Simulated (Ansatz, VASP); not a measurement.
**Hg: VASP beside Ansatz**

File INCAR:

```
  PREC = Accurate
  ENCUT = 520
  EDIFF = 1E-6
  ISMEAR = 1
  SIGMA = 0.15
  LREAL = False
  LASPH = True
  NELM = 80
  ALGO = Normal
  ISIF = 2
  LWAVE = False
  LCHARG = False
  GGA = PS
  NBANDS = 19
```

Contents of KPOINTS:

```
Automatic mesh
0
Gamma
  12 12 12
```

POSCAR

```
Hg
1.0
   -2.9297500000      2.9297500000      1.5725500000
    2.9297500000     -2.9297500000      1.5725500000
    2.9297500000      2.9297500000     -1.5725500000
Hg
2
Direct
    0.7500000000      0.2500000000      0.5000000000
    0.0000000000      0.0000000000      0.0000000000
```

Input for Ansatz:

```yaml
crystal:
  lattice:
    - [-2.92975, 2.92975, 1.57255]
    - [2.92975, -2.92975, 1.57255]
    - [2.92975, 2.92975, -1.57255]
  atoms:
    - { symbol: Hg, position: [0.75, 0.25, 0.5] }
    - { symbol: Hg, position: [0.0, 0.0, 0.0] }
basis:
  ecutwfc: 450.0
kpoints:
  mp_grid:
    grid: [12, 12, 12]
  band_path:
    path:
      - [0.0, 0.0, 0.0]
      - [0.0, 0.0, 0.5]
      - [-0.5, 0.5, 0.5]
      - [0.0, 0.0, 0.0]
      - [0.32203, 0.32203, -0.32203]
    npoints: 8
hamiltonian:
  xc: pbesol
  pseudopotentials:
    kind: paw
scf:
  n_extra_bands: 8
  occupations:
    method: cold
    width: 0.15
output:
  write_density: true
  write_potential: true
  volumetric_format: npy
  elf: true
  stress: true
```

Alike in both runs: task single point; functional PBEsol; k mesh 12 × 12 × 12; no spin polarisation.

|  | VASP | Ansatz |
| --- | --- | --- |
| version | VASP 6.6.1 | Ansatz 0.2.0 |
| potentials or method | VASP PAW PBE potentials, release 64 (Hg), cutoff 520 eV | plane waves, PAW |
| occupations | methfessel-paxton of order 1, width 0.15 eV | cold, width 0.15 eV |
| valence electrons in the cell | 24 | 40 |

```csv
,VASP,Ansatz,Ansatz less VASP
gap on the k mesh at the Fermi level (eV),none,none,-
pressure (GPa),-2.3,-2.6,-0.22
"traceless stress, the component that is largest in VASP (GPa)",-0.23,-0.22,+0.016
```

VASP's potentials were made for PBE, not for PBEsol. A gap of «none» marks a metal or a gap that the smearing closes. VASP's potentials hold 24 valence electrons a cell and Ansatz's 40, so a difference there can come from the potentials and not from the codes.

Spin-orbit coupling is off throughout.
